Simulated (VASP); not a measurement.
# Pd (Pm-3m) in VASP: notebook, part 2 of 2

VASP 6.6.1. Earlier steps stand in the parts before.

### Step 4. Single point, revPBE (volume scaled by 1.08)

INCAR

```
PREC = Accurate
ENCUT = 520
EDIFF = 1E-7
ISMEAR = -1
SIGMA = 0.1
LREAL = F
LASPH = T
NELM = 100
ALGO = Normal
ISIF = 2
LWAVE = F
LCHARG = T
GGA = RE
LELF = T
LVHAR = T
NBANDS = 11
```

KPOINTS

```
regular mesh
0
Gamma
  13 13 13
```

POSCAR

```
Pd
1.0
    2.7046528853      0.0000000000      0.0000000000
    0.0000000000      2.7046528853      0.0000000000
    0.0000000000      0.0000000000      2.7046528853
Pd
1
Direct
    0.0000000000      0.0000000000      0.0000000000
```

Potentials or basis: VASP PAW PBE potentials, release 64 (Pd).

Command:

```bash
> cat potpaw_PBE.64/Pd/POTCAR > POTCAR
> mpirun -np 1 vasp_std > vasp.out
```

OUTCAR:

```text
PREC = Accurate
   ENCUT = 520
   EDIFF = 1E-7
   ISMEAR = -1
   LREAL = F
   LASPH = T
   NELM = 100
   ISIF = 2
   GGA = RE

 ion  position               nearest neighbor table
   1  0.000  0.000  0.000-

  LATTYP: Found a simple cubic cell.
 ALAT       =     2.7046528853

  Lattice vectors:

 A1 = (   2.7046528853,   0.0000000000,   0.0000000000)
 A2 = (   0.0000000000,   2.7046528853,   0.0000000000)
 A3 = (   0.0000000000,   0.0000000000,   2.7046528853)

Analysis of symmetry for initial positions (statically):
=====================================================================
 Subroutine PRICEL returns:
 Original cell was already a primitive cell.

 Routine SETGRP: Setting up the symmetry group for a
 simple cubic supercell.

 Subroutine GETGRP returns: Found 48 space group operations
 (whereof 48 operations were pure point group operations)
 out of a pool of 48 trial point group operations.

The static configuration has the point symmetry O_h .

Analysis of symmetry for dynamics (positions and initial velocities):
=====================================================================
 Subroutine PRICEL returns:
 Original cell was already a primitive cell.

 Routine SETGRP: Setting up the symmetry group for a
 simple cubic supercell.

 Subroutine GETGRP returns: Found 48 space group operations
 (whereof 48 operations were pure point group operations)
 out of a pool of 48 trial point group operations.

The dynamic configuration has the point symmetry O_h .

 Subroutine INISYM returns: Found 48 space group operations
 (whereof 48 operations are pure point group operations),
 and found     1 'primitive' translations

----------------------------------------------------------------------------------------

                                     Primitive cell

  volume of cell :      19.7849

  direct lattice vectors                    reciprocal lattice vectors
     2.704652885  0.000000000  0.000000000     0.369733213  0.000000000  0.000000000
[... 110 lines left out ...]
   LHFCALC =     F    Hartree Fock is set to
   AEXX    =    0.0000 exact exchange contribution
   IVDW    =     0    specifies the selected vdW correction
   LEPSILON=     F    determine dielectric tensor
   LRPA    =     F    only Hartree local field effects (RPA)
 non-spin polarized calculation
  energy-cutoff  :      520.00
  volume of cell :       19.78
 maximum number of plane-waves:       543
   NGX = 11   NGY = 11   NGZ = 11

 number of electron      10.0000000 magnetization

 number of electron       9.9999999 magnetization

 Free energy of the ion-electron system (eV)
  ---------------------------------------------------
  ext. energy  EPLUGINS =         0.00000000
  ---------------------------------------------------
  free energy    TOTEN  =        -4.25778911 eV

  energy without entropy =       -4.20869045  energy(sigma->0) =       -4.23323978

 E-fermi :   5.9280     XC(G=0): -11.2075

 val. band max:        5.9117026804   @ k =   0.2308   0.0000   0.0000
 cond. band min:       5.9396298894   @ k =   0.3077   0.0000   0.0000
 fundamental gap:      0.0279272089
 Fermi energy:         5.9279741527

 k-point     1 :       0.0000    0.0000    0.0000
  band No.  band energies     occupation
      1       0.6765      2.00000
      2       2.0781      2.00000
      3       2.0781      2.00000
      4       5.8605      1.32529
      5       5.8605      1.32529
      6       5.8605      1.32529
      7      21.6165      0.00000
      8      21.6165      0.00000
      9      21.6165      0.00000
     10      27.3151      0.00000
     11      27.3460      0.00000
[... 309 lines left out ...]
 k-point    24 :       0.3846    0.3077    0.0000
  band No.  band energies     occupation
      1       2.6394      2.00000
      2       2.7929      2.00000
      3       4.8835      1.99994
      4       4.9286      1.99991
      5       5.1497      1.99917
      6       7.5840      0.00000
      7      13.0953      0.00000
      8      17.7843      0.00000
      9      22.0470      0.00000
     10      27.1132      0.00000
     11      28.9246      0.00000

 [... further k-points ...]

------------------------ aborting loop because EDIFF is reached ----------------------------------------

  FORCE on cell =-STRESS in cart. coord.  units (eV):
  Direction    XX          YY          ZZ          XY          YZ          ZX
  --------------------------------------------------------------------------------------
  -------------------------------------------------------------------------------------
  Total       -0.8636298     -0.8636298     -0.8636298      0.0000000      0.0000000     -0.0000000
  in kB      -69.9364526    -69.9364526    -69.9364526      0.0000000      0.0000000     -0.0000000
  external PRESSURE =     -69.9364526 kB  Pullay stress =       0.0000000 kB

 VOLUME and BASIS-vectors are now :
 -----------------------------------------------------------------------------
  energy-cutoff  :      520.00
  volume of cell :       19.78
      direct lattice vectors                 reciprocal lattice vectors
     2.704652885  0.000000000  0.000000000     0.369733213  0.000000000  0.000000000
     0.000000000  2.704652885  0.000000000     0.000000000  0.369733213  0.000000000
     0.000000000  0.000000000  2.704652885     0.000000000  0.000000000  0.369733213

 POSITION                                       TOTAL-FORCE (eV/Angst)
 -----------------------------------------------------------------------------------
      0.00000      0.00000      0.00000         0.000000      0.000000      0.000000
 -----------------------------------------------------------------------------------
    total drift:                                0.000000      0.000000      0.000000

  FREE ENERGIE OF THE ION-ELECTRON SYSTEM (eV)
  ---------------------------------------------------
  free  energy   TOTEN  =        -4.2577891124 eV

  energy  without entropy=       -4.2086904466  energy(sigma->0) =       -4.23323978
```

It took 7 s on 1 thread of Intel Xeon Platinum 8488C (Sapphire Rapids), shared host; peak memory 0.13 GiB.

Results:

```yaml
Free_energy: -4.2578 eV
Pressure: -7.0 GPa
Band_gap_on_the_k_mesh: zero (band 5 reaches 6.77 eV, above the bottom of band 6 at 5.38 eV)
```

Levels at points of the mesh, in eV from the Fermi level:
```csv
k point,band 3,band 4,band 5,band 6,band 7,band 8
"(0.00, 0.00, 0.00)",-3.85,-0.07,-0.07,-0.07,15.69,15.69
```

Caveat: the PAW data sets were made with another functional, which shifts forces and pressure a little.

### Step 5. Single point, revPBE (volume scaled by 1.12)

INCAR

```
SYSTEM = Pd
  PREC = Accurate
  ENCUT = 520
  EDIFF = 1E-6
  ISMEAR = -1
  SIGMA = 0.1
  LREAL = .False.
  LASPH = .True.
  NELM = 60
  ALGO = Normal
  ISIF = 2
  LWAVE = .False.
  LCHARG = .True.
  GGA = RE
  LELF = .True.
  LVHAR = .True.
  NBANDS = 11
```

KPOINTS

```
Automatic mesh
0
Gamma
  13 13 13
  0 0 0
```

POSCAR

```
Pd
1.0
    2.7376397081      0.0000000000      0.0000000000
    0.0000000000      2.7376397081      0.0000000000
    0.0000000000      0.0000000000      2.7376397081
Pd
1
Direct
    0.0000000000      0.0000000000      0.0000000000
```

Command:

```bash
> cat potpaw_PBE.64/Pd/POTCAR > POTCAR
> mpirun -np 1 vasp_std > vasp.out
```

It took 6.8 s on 1 thread of Intel Xeon Platinum 8488C (Sapphire Rapids), shared host; peak memory 0.13 GiB.

Results (log left out):

```
Free energy            : -4.2209 eV
Pressure               : -9.2 GPa
Band gap on the k mesh : zero (band 5 reaches 6.27 eV, above the bottom of band 6 at 4.97 eV)
```

Levels at points of the mesh, in eV from the Fermi level:
| k point | band 1 | band 2 | band 3 | band 4 | band 5 | band 6 | band 7 | band 8 | band 9 | band 10 |
| --- | --- | --- | --- | --- | --- | --- | --- | --- | --- | --- |
| (0.00, 0.00, 0.00) | -5.03 | -3.65 | -3.65 | -0.08 | -0.08 | -0.08 | 15.42 | 15.42 | 15.42 | 20.94 |

Caveat: the PAW data sets were made with another functional, which shifts forces and pressure a little.

### Step 6. Single point, revPBE

INCAR

```
SYSTEM = Pd
PREC     = Accurate       ! precision mode
ENCUT    = 520            ! plane-wave cutoff, eV
EDIFF    = 1E-6           ! SCF threshold, eV
ISMEAR   = -1             ! smearing method
SIGMA    = 0.1            ! smearing width, eV
LREAL    = .FALSE.        ! projectors in reciprocal space
LASPH    = .TRUE.         ! aspherical terms in the spheres
NELM     = 60             ! most SCF steps
ALGO     = Normal         ! electronic algorithm
ISIF     = 2              ! what is computed and relaxed
LWAVE    = .FALSE.        ! write WAVECAR
LCHARG   = .TRUE.         ! write CHGCAR
GGA      = RE             ! functional
LELF     = .TRUE.         ! ELF
LVHAR    = .TRUE.       
NBANDS   = 11             ! bands
```

KPOINTS

```
regular mesh
0
G
  19 19 19
  0 0 0
```

POSCAR

```
Pd
1.0
    2.6361510041      0.0000000000      0.0000000000
    0.0000000000      2.6361510041      0.0000000000
    0.0000000000      0.0000000000      2.6361510041
Pd
1
Direct
    0.0000000000      0.0000000000      0.0000000000
```

Potentials or basis: VASP PAW PBE potentials, release 64 (Pd).

Command:

```bash
> cat potpaw_PBE.64/Pd/POTCAR > POTCAR
> mpirun -np 1 vasp_std > vasp.out
```

It took 19 s on 1 thread of Intel Xeon Platinum 8488C (Sapphire Rapids), shared host; peak memory 0.16 GiB.

Results (log left out):

| Item | Value |
| --- | --- |
| Free energy | -4.2915 eV |
| Pressure | -0.3 GPa |
| Band gap on the k mesh | zero (band 5 reaches 7.97 eV, above the bottom of band 6 at 6.27 eV) |

Levels at points of the mesh, in eV from the Fermi level:
```tsv
k point	band 3	band 4	band 5	band 6	band 7	band 8
(0.00, 0.00, 0.00)	-4.30	-0.04	-0.04	-0.04	16.25	16.25
```

Caveat: the PAW data sets were made with another functional, which shifts forces and pressure a little.

### Step 7. Overview

```tsv
cell	k mesh	gap on the mesh (eV)	pressure (GPa)
a = 2.636 Å, 1 atom	13 × 13 × 13	none	-0.4
a = 2.671 Å, 1 atom	13 × 13 × 13	none	-4.1
a = 2.705 Å, 1 atom	13 × 13 × 13	none	-7.0
a = 2.738 Å, 1 atom	13 × 13 × 13	none	-9.2
a = 2.636 Å, 1 atom	19 × 19 × 19	none	-0.3
```

Alike in all rows: task single point; level revPBE; potentials or basis VASP PAW PBE potentials, release 64 (Pd); no spin polarisation; cutoff (eV) 520; smearing fermi-dirac 0.1 eV.

Caveats: the PAW data sets were made with another functional, which shifts forces and pressure a little.

Absolute energies hang on the potentials; compare differences alone.
